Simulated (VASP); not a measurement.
# BN (F-43m) in VASP: single point with LDA

Aim: the single point of BN with LDA.

Everything below comes from runs of VASP 6.6.1. Logs are shortened: lines on timing, memory, paths and dates and some standing lists are left out, and cuts for length are marked.

**1. The cell of the first run**

Symmetry: F-43m, No. 216, cubic system. The conventional cell has a = 3.580 Å, b = 3.580 Å, c = 3.580 Å, α = 90.00°, β = 90.00°, γ = 90.00°. B (site symmetry -43m) has 4 N at 1.55 Å within 2.1 Å. N (site symmetry -43m) has 4 B at 1.55 Å within 2.1 Å.

**2. Single point, LDA**

File INCAR:

```
PREC     = Accurate       # precision mode
ENCUT    = 1330           # plane-wave cutoff, eV
EDIFF    = 1E-6           # SCF threshold, eV
ISMEAR   = 0              # smearing method
SIGMA    = 0.02           # smearing width, eV
LREAL    = False          # projectors in reciprocal space
LASPH    = True           # aspherical terms in the spheres
NELM     = 120            # most SCF steps
ALGO     = Normal         # electronic algorithm
ISIF     = 2              # what is computed and relaxed
LWAVE    = False          # write WAVECAR
LCHARG   = True           # write CHGCAR
LELF     = True           # ELF
LVHAR    = True         
NBANDS   = 11             # bands
GGA_COMPAT= False
```

File KPOINTS:

```
regular mesh
0
Gamma
  12 12 12
```

File POSCAR:

```
BN
1.0
    0.0000000000      1.7899407191      1.7899407191
    1.7899407191      0.0000000000      1.7899407191
    1.7899407191      1.7899407191      0.0000000000
B N
1 1
Direct
    0.0000000000      0.0000000000      0.0000000000
    0.2500000000      0.2500000000      0.2500000000
```

Potentials or basis: VASP PAW LDA potentials, release 64 (B_h, N_h).

Launch:

```console
$ cat potpaw_LDA.64/B_h/POTCAR potpaw_LDA.64/N_h/POTCAR > POTCAR
$ mpirun -np 1 vasp_std > vasp.out
```

OUTCAR:

```text
PREC = Accurate
   ENCUT = 1330
   EDIFF = 1E-6
   ISMEAR = 0
   LREAL = False
   LASPH = True
   NELM = 120
   ISIF = 2

 ion  position               nearest neighbor table
   1  0.000  0.000  0.000-
   2  0.250  0.250  0.250-

  LATTYP: Found a face centered cubic cell.
 ALAT       =     3.5798814382

  Lattice vectors:

 A1 = (   0.0000000000,   1.7899407191,   1.7899407191)
 A2 = (   1.7899407191,   0.0000000000,   1.7899407191)
 A3 = (   1.7899407191,   1.7899407191,   0.0000000000)

Analysis of symmetry for initial positions (statically):
=====================================================================
 Subroutine PRICEL returns:
 Original cell was already a primitive cell.

 Routine SETGRP: Setting up the symmetry group for a
 face centered cubic supercell.

 Subroutine GETGRP returns: Found 24 space group operations
 (whereof 24 operations were pure point group operations)
 out of a pool of 48 trial point group operations.

The static configuration has the point symmetry T_d .

Analysis of symmetry for dynamics (positions and initial velocities):
=====================================================================
 Subroutine PRICEL returns:
 Original cell was already a primitive cell.

 Routine SETGRP: Setting up the symmetry group for a
 face centered cubic supercell.

 Subroutine GETGRP returns: Found 24 space group operations
 (whereof 24 operations were pure point group operations)
 out of a pool of 48 trial point group operations.

The dynamic configuration has the point symmetry T_d .

 Subroutine INISYM returns: Found 24 space group operations
 (whereof 24 operations are pure point group operations),
 and found     1 'primitive' translations

----------------------------------------------------------------------------------------

                                     Primitive cell

  volume of cell :      11.4695

  direct lattice vectors                    reciprocal lattice vectors
     0.000000000  1.789940719  1.789940719    -0.279338860  0.279338860  0.279338860
     1.789940719  0.000000000  1.789940719     0.279338860 -0.279338860  0.279338860
     1.789940719  1.789940719  0.000000000     0.279338860  0.279338860 -0.279338860

  length of vectors
     2.531358441  2.531358441  2.531358441     0.483829098  0.483829098  0.483829098

  position of ions in fractional coordinates (direct lattice)
     0.000000000  0.000000000  0.000000000
     0.250000000  0.250000000  0.250000000

  ion indices of the primitive-cell ions
   primitive index   ion index
                 1           1
                 2           2

----------------------------------------------------------------------------------------

 KPOINTS: regular mesh

Automatic generation of k-mesh.
 Grid dimensions read from file:
 generate k-points for:   12   12   12

 Generating k-lattice:

  Cartesian coordinates                     Fractional coordinates (reciprocal lattice)
    -0.023278238  0.023278238  0.023278238     0.083333333  0.000000000  0.000000000
     0.023278238 -0.023278238  0.023278238     0.000000000  0.083333333  0.000000000
     0.023278238  0.023278238 -0.023278238     0.000000000  0.000000000  0.083333333

  Length of vectors
     0.040319092  0.040319092  0.040319092

  Shift w.r.t. Gamma in fractional coordinates (k-lattice)
     0.000000000  0.000000000  0.000000000

 Subroutine IBZKPT returns following result:
 ===========================================

 Found     72 irreducible k-points:

 Following reciprocal coordinates:
            Coordinates               Weight
  0.000000  0.000000  0.000000      1.000000
  0.083333  0.000000  0.000000      8.000000
  0.166667  0.000000  0.000000      8.000000
  0.250000  0.000000  0.000000      8.000000
  0.333333  0.000000  0.000000      8.000000
  0.416667  0.000000  0.000000      8.000000
[... 16 lines left out ...]
  0.500000  0.166667  0.000000     24.000000
 -0.416667  0.166667  0.000000     24.000000
 [... further k-points ...]
   k-points           NKPTS =     72   k-points in BZ     NKDIM =     72   number of bands    NBANDS=     11
   number of dos      NEDOS =    301   number of ions     NIONS =      2
   total plane-waves  NPLWV =  27000
   dimension x,y,z NGX =    30 NGY =   30 NGZ =   30
   dimension x,y,z NGXF=    60 NGYF=   60 NGZF=   60
   ions per type =               1   1
   NGX,Y,Z   is equivalent  to a cutoff of  19.70, 19.70, 19.70 a.u.
   NGXF,Y,Z  is equivalent  to a cutoff of  39.40, 39.40, 39.40 a.u.
 SYSTEM =  unknown system
   PREC   = accura    normal or accurate (medium, high low for compatibility)
   ISTART =      0    job   : 0-new  1-cont  2-samecut
   ICHARG =      2    charge: 1-file 2-atom 10-const
   ISPIN  =      1    spin polarized calculation?
   LNONCOLLINEAR =      F non collinear calculations
   LSORBIT =      F    spin-orbit coupling
   LASPH  =      T    aspherical Exc in radial PAW
   ENCUT  = 1330.0 eV  97.75 Ry    9.89 a.u.   7.53  7.53  7.53*2*pi/ulx,y,z
   NELM   =    120;   NELMIN=  2; NELMDL= -5     # of ELM steps
   EDIFF  = 0.1E-05   stopping-criterion for ELM
   LREAL  =      F    real-space projection
   EDIFFG = 0.1E-04   stopping-criterion for IOM
   NSW    =      0    number of steps for IOM
   IBRION =     -1    ionic relax: 0-MD 1-quasi-New 2-CG
   NFREE  =      0    steps in history (QN), initial steepest desc. (CG)
   ISIF   =      2    stress and relaxation
   ISYM   =      2    0-nonsym 1-usesym 2-fastsym
   POTIM  = 0.5000    time-step for ionic-motion
   TEBEG  =    0.0;   TEEND  =   0.0 temperature during run
   PSTRESS=    0.0 pullay stress
   NELECT =       8.0000    total number of electrons
   NUPDOWN=      -1.0000    fix difference up-down
   EMIN   =  10.00;   EMAX   =-10.00  energy-range for DOS
   EFERMI =   0.00;   METHOD = LEGACY
   ISMEAR =     0;   SIGMA  =   0.02  broadening in eV -4-tet -1-fermi 0-gaus
   EFERMI_NEDOS =   21; number of points for ismear=-14 and -15
   IALGO  =     38    algorithm
   IMIX   =      4    mixing-type and parameters
     AMIX     =   0.40;   BMIX     =  1.00
     AMIX_MAG =   1.60;   BMIX_MAG =  1.00
  volume/ion in A,a.u.               =       5.73        38.70
  Fermi-wavevector in a.u.,A,eV,Ry     =   1.451854  2.743606 28.679436  2.107879
  Thomas-Fermi vector in A             =   2.569303
   LORBIT       =      0    0 simple, 1 ext, 2 COOP (PROOUT), +10 PAW based schemes
   GGA     = CA    functional components
   LHFCALC =     F    Hartree Fock is set to
   AEXX    =    0.0000 exact exchange contribution
   IVDW    =     0    specifies the selected vdW correction
   LEPSILON=     F    determine dielectric tensor
   LRPA    =     F    only Hartree local field effects (RPA)
 non-spin polarized calculation
 Gauss-broadening in eV      SIGMA  =   0.02
  energy-cutoff  :     1330.00
  volume of cell :       11.47
 maximum number of plane-waves:      1283
   NGX = 15   NGY = 15   NGZ = 15

 number of electron       8.0000000 magnetization

 Free energy of the ion-electron system (eV)
  ---------------------------------------------------
  ext. energy  EPLUGINS =         0.00000000
  ---------------------------------------------------
  free energy    TOTEN  =       -19.42114177 eV

  energy without entropy =      -19.42114177  energy(sigma->0) =      -19.42114177

 E-fermi :   9.3644     XC(G=0): -13.4110

 val. band max:        9.2633419404   @ k =   0.0000   0.0000   0.0000
 cond. band min:      13.6456773283   @ k =   0.5000   0.5000   0.0000
 fundamental gap:      4.3823353879
 Fermi energy:         9.3643598919

 k-point     1 :       0.0000    0.0000    0.0000
  band No.  band energies     occupation
      1     -11.1422      2.00000
      2       9.2633      2.00000
      3       9.2633      2.00000
      4       9.2633      2.00000
      5      18.0888      0.00000
      6      18.0888      0.00000
      7      18.0888      0.00000
      8      20.1814      0.00000
      9      34.3143      0.00000
     10      37.3996      0.00000
     11      37.3996      0.00000

 k-point     2 :       0.0833    0.0000    0.0000
  band No.  band energies     occupation
      1     -10.9687      2.00000
      2       8.3399      2.00000
      3       9.0751      2.00000
      4       9.0751      2.00000
      5      18.3585      0.00000
      6      18.3723      0.00000
      7      18.3723      0.00000
      8      20.6933      0.00000
      9      33.9879      0.00000
     10      35.0203      0.00000
     11      35.0203      0.00000

 k-point     3 :       0.1667    0.0000    0.0000
  band No.  band energies     occupation
      1     -10.4539      2.00000
      2       6.2078      2.00000
      3       8.6187      2.00000
      4       8.6187      2.00000
      5      18.7943      0.00000
      6      19.0274      0.00000
      7      19.0274      0.00000
      8      21.9143      0.00000
      9      33.2863      0.00000
     10      33.4253      0.00000
     11      33.4253      0.00000

 k-point     4 :       0.2500    0.0000    0.0000
  band No.  band energies     occupation
      1      -9.6191      2.00000
      2       3.6928      2.00000
      3       8.0942      2.00000
      4       8.0942      2.00000
      5      19.2021      0.00000
      6      19.6458      0.00000
      7      19.6458      0.00000
      8      23.1308      0.00000
      9      32.7287      0.00000
     10      33.0150      0.00000
     11      33.0150      0.00000
[... 239 lines left out ...]
 k-point    22 :       0.4167    0.1667    0.0000
  band No.  band energies     occupation
      1      -7.5868      2.00000
      2       0.9242      2.00000
      3       6.0697      2.00000
      4       6.2020      2.00000
      5      17.8043      0.00000
      6      21.9558      0.00000
      7      22.2458      0.00000
      8      23.2228      0.00000
      9      29.7320      0.00000
     10      35.8088      0.00000
     11      37.9359      0.00000

 k-point    23 :       0.5000    0.1667    0.0000
  band No.  band energies     occupation
      1      -6.5482      2.00000
      2      -0.7159      2.00000
      3       5.4661      2.00000
      4       6.2794      2.00000
      5      18.1474      0.00000
      6      21.9441      0.00000
      7      21.9888      0.00000
      8      24.5298      0.00000
      9      30.0855      0.00000
     10      35.9851      0.00000
     11      37.1148      0.00000

 k-point    24 :      -0.4167    0.1667    0.0000
  band No.  band energies     occupation
      1      -6.3432      2.00000
      2      -1.0072      2.00000
      3       5.0492      2.00000
      4       6.6066      2.00000
      5      18.5991      0.00000
      6      21.5836      0.00000
      7      21.8150      0.00000
      8      25.1646      0.00000
      9      30.3684      0.00000
     10      34.8056      0.00000
     11      36.2479      0.00000

 [... further k-points ...]
[... 5 lines left out ...]
  --------------------------------------------------------------------------------------
  -------------------------------------------------------------------------------------
  Total        0.0663846      0.0663846      0.0663846      0.0000000      0.0000000      0.0000000
  in kB        9.2732557      9.2732557      9.2732557      0.0000000      0.0000000      0.0000000
  external PRESSURE =       9.2732557 kB  Pullay stress =       0.0000000 kB

 VOLUME and BASIS-vectors are now :
 -----------------------------------------------------------------------------
  energy-cutoff  :     1330.00
  volume of cell :       11.47
      direct lattice vectors                 reciprocal lattice vectors
     0.000000000  1.789940719  1.789940719    -0.279338860  0.279338860  0.279338860
     1.789940719  0.000000000  1.789940719     0.279338860 -0.279338860  0.279338860
     1.789940719  1.789940719  0.000000000     0.279338860  0.279338860 -0.279338860

 POSITION                                       TOTAL-FORCE (eV/Angst)
 -----------------------------------------------------------------------------------
      0.00000      0.00000      0.00000         0.000000      0.000000      0.000000
      0.89497      0.89497      0.89497        -0.000000     -0.000000     -0.000000
 -----------------------------------------------------------------------------------
    total drift:                                0.000000      0.000000     -0.000000

  FREE ENERGIE OF THE ION-ELECTRON SYSTEM (eV)
  ---------------------------------------------------
  free  energy   TOTEN  =       -19.4211417679 eV

  energy  without entropy=      -19.4211417679  energy(sigma->0) =      -19.42114177
```

Run time: 28 s. Hardware: 1 thread of Intel Xeon Platinum 8259CL at 2.50GHz (Skylake/Cascade Lake), shared host; peak memory 0.16 GiB.

Results:

| Property | Result |
| --- | --- |
| Free energy | -19.4211 eV |
| Pressure | 0.9 GPa |
| Band gap on the k mesh | 4.38 eV (least direct gap 8.83 eV) |

Levels at points of the mesh, in eV from the valence-band top:
| k point | band 1 | band 2 | band 3 | band 4 | band 5 | band 6 | band 7 | band 8 | band 9 |
| --- | --- | --- | --- | --- | --- | --- | --- | --- | --- |
| (0.00, 0.00, 0.00) | -20.41 | 0.00 | 0.00 | 0.00 | 8.83 | 8.83 | 8.83 | 10.92 | 25.05 |
| (0.50, 0.00, 0.00) | -15.98 | -10.98 | -2.00 | -2.00 | 10.60 | 10.73 | 10.73 | 15.31 | 23.51 |
| (0.50, 0.50, 0.00) | -14.56 | -9.08 | -5.07 | -5.07 | 4.38 | 9.32 | 18.15 | 18.15 | 21.01 |

A k mesh can miss the band edges.
